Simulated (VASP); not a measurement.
B3P2: single point with PBE

The system is B3P2.

```
B P
1.0
     0.00000    3.26304    5.11840
     2.93099    0.00000    5.11840
     2.93099    3.26304    0.00000
B P
6 4
Direct
  0.65128 0.17092 0.34872
  0.82908 0.34872 0.17092
  0.34872 0.82908 0.65128
  0.17092 0.65128 0.82908
  0.83173 0.83173 0.16827
  0.16827 0.16827 0.83173
  0.69124 0.30876 0.69124
  0.30876 0.69124 0.30876
  0.25000 0.25000 0.25000
  0.75000 0.75000 0.75000
```

```json
{
 "Program": "VASP 6.6.1",
 "Task": "single point",
 "Functional": "PBE",
 "Potentials or basis": "VASP PAW PBE potentials, release 64 (B, P)",
 "Cutoff": "520 eV",
 "k mesh": "10 × 10 × 10",
 "Occupations": "gaussian, width 0.1 eV",
 "Spin": "no spin polarisation",
 "Dipole correction": "no",
 "Further INCAR settings": "ALGO = Normal; EDIFF = 1e-06; NBANDS = 30"
}
```

| Quantity | Value |
| --- | --- |
| Pressure | -0.2 GPa |
| Largest force | 0.053 eV/Å |
| Band gap on the k mesh | zero (bands 19 and 20 overlap by 3.24 eV) |

Forces on the atoms (eV/Å):
```
B    0.019  0.000  0.005
B    0.019  0.000 -0.005
B   -0.019  0.000 -0.005
B   -0.019  0.000  0.005
B    0.000  0.000 -0.007
B    0.000  0.000  0.007
P    0.000 -0.053  0.000
P    0.000  0.053  0.000
P    0.000  0.000  0.000
P    0.000  0.000  0.000
```

Stress tensor (GPa, compression positive):
```
-0.22  0.00  0.00
 0.00 -0.27  0.00
 0.00  0.00 -0.17
```

Levels at points of the mesh, in eV from the Fermi level:
```tsv
k point	band 15	band 16	band 17	band 18	band 19	band 20	band 21	band 22	band 23	band 24
(0.00, 0.00, 0.00)	-1.03	-0.80	-0.78	-0.30	-0.13	0.44	1.06	1.34	1.71	1.90
(0.50, 0.00, 0.00)	-2.66	-2.08	-1.46	-1.05	-0.60	0.50	0.88	0.93	2.74	3.18
(0.50, 0.50, 0.00)	-4.18	-3.82	-3.12	-2.81	-2.21	-1.96	-1.04	-0.48	1.41	2.48
(0.50, 0.00, 0.50)	-1.31	-1.10	-0.92	0.44	0.90	1.08	1.55	1.71	2.35	2.58
(0.00, 0.50, 0.50)	-2.09	-1.91	-0.41	-0.07	0.21	0.91	1.37	1.98	2.22	2.65
```

Run time: 7.6 min on 1 thread of Intel(R) Xeon(R) Platinum 8488C (Sapphire Rapids) (shared host), peak memory 0.51 GiB.
